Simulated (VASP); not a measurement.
A run of VASP 6.6.1 is set up as follows.

INCAR

```
SYSTEM = Si7B
PREC = Accurate
ENCUT = 520
EDIFF = 1E-6
ISMEAR = 0
SIGMA = 0.1
LREAL = .FALSE.
LASPH = .TRUE.
NELM = 80
ALGO = Normal
ISIF = 2
LWAVE = .FALSE.
LCHARG = .FALSE.
GGA = PE
NBANDS = 26
```

KPOINTS

```
Automatic mesh
0
G
  6 6 6
  0 0 0
```

File POSCAR:

```
Si7B
1.0
    5.4339478097      0.0000000000      0.0000000000
    0.0000000000      5.4339478097      0.0000000000
    0.0000000000      0.0000000000      5.4339478097
Si B
7 1
Direct
    0.2276474711      0.2276474711      0.2276474711
    0.0000000000      0.5000000000      0.5000000000
    0.5000000000      0.5000000000      0.0000000000
    0.5000000000      0.0000000000      0.5000000000
    0.7723525289      0.2276474711      0.7723525289
    0.7723525289      0.7723525289      0.2276474711
    0.2276474711      0.7723525289      0.7723525289
    0.0000000000      0.0000000000      0.0000000000
```

Potentials or basis: VASP PAW PBE potentials, release 64 (Si, B).

Launch:

```console
$ cat potpaw_PBE.64/Si/POTCAR potpaw_PBE.64/B/POTCAR > POTCAR
$ mpirun -np 1 vasp_std > vasp.out
```

(1) What does it give for the largest force?

(2) What does it give for the band gap on the k mesh?

(3) What does it give for the pressure?

Answers

(1) 0.023 eV/Å.

(2) zero (an odd number of electrons rules out a gap without spin polarisation).

(3) -7.6 GPa.

Caveat: the cell stands under tension.
